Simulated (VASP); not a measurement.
Input of a VASP 6.6.1 run:

File POSCAR:

```
BN
1.0
    7.2115910000      0.0000000000      0.0000000000
    0.0000000000      7.2115910000      0.0000000000
    0.0000000000      0.0000000000      7.2115910000
B N
32 32
Direct
    0.0000000000      0.0000000000      0.0000000000
    0.0000000000      0.0000000000      0.5000000000
    0.0000000000      0.5000000000      0.0000000000
    0.0000000000      0.5000000000      0.5000000000
    0.5000000000      0.0000000000      0.0000000000
    0.5000000000      0.0000000000      0.5000000000
    0.5000000000      0.5000000000      0.0000000000
    0.5000000000      0.5000000000      0.5000000000
    0.2500000000      0.2500000000      0.0000000000
    0.2500000000      0.2500000000      0.5000000000
    0.2500000000      0.7500000000      0.0000000000
    0.2500000000      0.7500000000      0.5000000000
    0.7500000000      0.2500000000      0.0000000000
    0.7500000000      0.2500000000      0.5000000000
    0.7500000000      0.7500000000      0.0000000000
    0.7500000000      0.7500000000      0.5000000000
    0.2500000000      0.0000000000      0.2500000000
    0.2500000000      0.0000000000      0.7500000000
    0.2500000000      0.5000000000      0.2500000000
    0.2500000000      0.5000000000      0.7500000000
    0.7500000000      0.0000000000      0.2500000000
    0.7500000000      0.0000000000      0.7500000000
    0.7500000000      0.5000000000      0.2500000000
    0.7500000000      0.5000000000      0.7500000000
    0.0000000000      0.2500000000      0.2500000000
    0.0000000000      0.2500000000      0.7500000000
    0.0000000000      0.7500000000      0.2500000000
    0.0000000000      0.7500000000      0.7500000000
    0.5000000000      0.2500000000      0.2500000000
    0.5000000000      0.2500000000      0.7500000000
    0.5000000000      0.7500000000      0.2500000000
    0.5000000000      0.7500000000      0.7500000000
    0.1250000000      0.1250000000      0.1250000000
    0.1250000000      0.1250000000      0.6250000000
    0.1250000000      0.6250000000      0.1250000000
    0.1250000000      0.6250000000      0.6250000000
    0.6250000000      0.1250000000      0.1250000000
    0.6250000000      0.1250000000      0.6250000000
    0.6250000000      0.6250000000      0.1250000000
    0.6250000000      0.6250000000      0.6250000000
    0.3750000000      0.3750000000      0.1250000000
    0.3750000000      0.3750000000      0.6250000000
    0.3750000000      0.8750000000      0.1250000000
    0.3750000000      0.8750000000      0.6250000000
    0.8750000000      0.3750000000      0.1250000000
    0.8750000000      0.3750000000      0.6250000000
    0.8750000000      0.8750000000      0.1250000000
    0.8750000000      0.8750000000      0.6250000000
    0.3750000000      0.1250000000      0.3750000000
    0.3750000000      0.1250000000      0.8750000000
    0.3750000000      0.6250000000      0.3750000000
    0.3750000000      0.6250000000      0.8750000000
    0.8750000000      0.1250000000      0.3750000000
    0.8750000000      0.1250000000      0.8750000000
    0.8750000000      0.6250000000      0.3750000000
    0.8750000000      0.6250000000      0.8750000000
    0.1250000000      0.3750000000      0.3750000000
    0.1250000000      0.3750000000      0.8750000000
    0.1250000000      0.8750000000      0.3750000000
    0.1250000000      0.8750000000      0.8750000000
    0.6250000000      0.3750000000      0.3750000000
    0.6250000000      0.3750000000      0.8750000000
    0.6250000000      0.8750000000      0.3750000000
    0.6250000000      0.8750000000      0.8750000000
```

Contents of INCAR.step1:

```
SYSTEM = BN
ALGO = Normal
EDIFF = 1E-5
ENCUT = 520
GGA = PE
ISIF = 2
ISMEAR = -1
LASPH = .TRUE.
LREAL = Auto
LWAVE = .TRUE.
NBANDS = 166
NELM = 60
PREC = Accurate
SIGMA = 0.05
```

File INCAR.step2:

```
SYSTEM = BN
ALGO = Normal
EDIFF = 1E-7
ENCUT = 520
GGA = PE
HFSCREEN = 0.2079
ISIF = 2
ISMEAR = -1
ISTART = 1
LASPH = .TRUE.
LCHARG = .TRUE.
LELF = .TRUE.
LHFCALC = .TRUE.
LREAL = Auto
LVHAR = .TRUE.
LWAVE = .FALSE.
NBANDS = 166
NELM = 60
PREC = Accurate
PRECFOCK = Fast
SIGMA = 0.05
```

The input KPOINTS:

```
k-points
0
G
  1 1 1
  0 0 0
```

Potentials or basis: VASP PAW PBE potentials, release 64 (B, N).

Command:

```console
$ cat potpaw_PBE.64/B/POTCAR potpaw_PBE.64/N/POTCAR > POTCAR
$ cp INCAR.step1 INCAR
$ mpirun -np 1 vasp_gam > vasp.out
$ cp INCAR.step2 INCAR
$ mpirun -np 1 vasp_gam > vasp.out
```

Q: Predict the pressure.

A: -2.2 GPa.

Q: What does it give for the band gap on the k mesh?

A: 5.84 eV.

Caveat: the k points lie up to 0.87 Å⁻¹ apart, too coarse for converged energies, forces and pressures; the PAW data sets were made with another functional, which shifts forces and pressure a little; an odd mesh through Γ misses points on the zone boundary, where band edges can lie.
